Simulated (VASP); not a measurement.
Runs of VASP 6.6.1 on CdTe. The structure is that of space group F-43m (No. 216), or close to it. The cells are those of the table. 

```csv
task,cell,gap on the mesh (eV),pressure (GPa)
single point,"a = 4.679 Å, angles 60.0°, 2 atoms",0.58,0.1
relaxation of cell and atoms,"relaxed from a = 4.533 Å, angles 60.0°, 2 atoms",0.58,0.0
relaxation of cell and atoms,"relaxed to 40 GPa from a = 4.533 Å, angles 60.0°, 2 atoms",(c),39.9
single point,"a = 4.403 Å, angles 60.0°, 2 atoms",1.15,10.2
relaxation of cell and atoms,"relaxed to 20 GPa from a = 4.533 Å, angles 60.0°, 2 atoms",(b),20.0
single point,"a = 4.150 Å, angles 60.0°, 2 atoms",1.70,30.4
single point,"a = 4.070 Å, angles 60.0°, 2 atoms",1.56,(a)
relaxation of cell and atoms,"relaxed to 30 GPa from a = 4.533 Å, angles 60.0°, 2 atoms",1.70,30.0
```

Alike in all rows: level PBE; potentials or basis VASP PAW PBE potentials, release 64 (Cd, Te); no spin polarisation; k mesh 6 × 6 × 6; cutoff (eV) 500; smearing gaussian 0.01 eV.

**Question.** Estimate the missing entries.

**Answer.** (a) 40.5; (b) 1.47; (c) 1.57.

Caveats: spin-orbit coupling is left out, which moves the levels of the heavy elements; the cell is relaxed towards a set pressure, so the run minimises the enthalpy, not the energy (at least some runs); the cell stands under pressure (at least some runs).

A k mesh can miss the band edges, and the runs leave out spin-orbit coupling on Cd, Te.
